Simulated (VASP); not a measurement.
Wanted: the native input for a VASP 6.6.1 run.

```
Task                   : single point
Functional             : PBEsol
Potentials or basis    : VASP PAW PBE potentials, release 64 (Al, Ga_d, N)
Cutoff                 : 520 eV
k mesh                 : 5 × 5 × 3
Occupations            : gaussian, width 0.05 eV
Spin                   : no spin polarisation
Dipole correction      : no
Further INCAR settings : LREAL = Auto; ALGO = Normal; EDIFF = 1e-06; NBANDS = 56; ISYM = 0
```

The structure of Al3GaN4 lies in POSCAR:

```
Al3GaN4
1.0
    0.0000000000     -4.4069948432      0.0000000000
    0.0000000000      0.0000000000     -4.4069948432
    8.8139896863     -2.2034974216      2.2034974216
Al Ga N
6 2 8
Direct
    0.4694000000      1.0306000000      0.0612000000
    0.2194000000      1.2806000000      0.5612000000
   -0.0306000000      0.5306000000      0.0612000000
   -0.2806000000      0.7806000000      0.5612000000
    0.3444000000      0.6556000000      0.3112000000
    0.0944000000      0.9056000000      0.8112000000
   -0.1556000000      1.1556000000      0.3112000000
   -0.4056000000      1.4056000000      0.8112000000
    0.1635153530      0.8364846470      0.1835538588
   -0.0864846470      1.0864846470      0.6835538588
    0.6529307882      0.3470692118      0.1835538588
    0.4029307882      0.5970692118      0.6835538588
   -0.2141307882      0.7247153530      0.9388461412
    0.0358692118      0.4747153530      0.4388461412
    0.2752846470      1.2141307882      0.9388461412
    0.5252846470      0.9641307882      0.4388461412
```

The input as run:

INCAR

```
SYSTEM = Al3GaN4
PREC = Accurate ; ENCUT = 520
EDIFF = 1E-6 ; ISMEAR = 0
SIGMA = 0.05 ; LREAL = Auto
LASPH = .True. ; NELM = 80
ALGO = Normal ; ISIF = 2
LWAVE = .False. ; LCHARG = .False.
GGA = PS ; NBANDS = 56
ISYM = 0
```

KPOINTS

```
Automatic mesh
0
Gamma
  5 5 3
  0 0 0
```

Potentials or basis: VASP PAW PBE potentials, release 64 (Al, Ga_d, N).

Launch:

```bash
$ cat potpaw_PBE.64/Al/POTCAR potpaw_PBE.64/Ga_d/POTCAR potpaw_PBE.64/N/POTCAR > POTCAR
$ mpirun -np 1 vasp_std > vasp.out
```

Results of the run:

* Pressure: -0.1 GPa
* Largest force: 0.104 eV/Å
* Band gap on the k mesh: 3.30 eV, direct

Caveat: the PAW data sets were made with another functional, which shifts forces and pressure a little.

Run time: 7 min on 1 thread of Intel(R) Xeon(R) Platinum 8488C (Sapphire Rapids), on a shared host, peak memory 0.41 GiB.
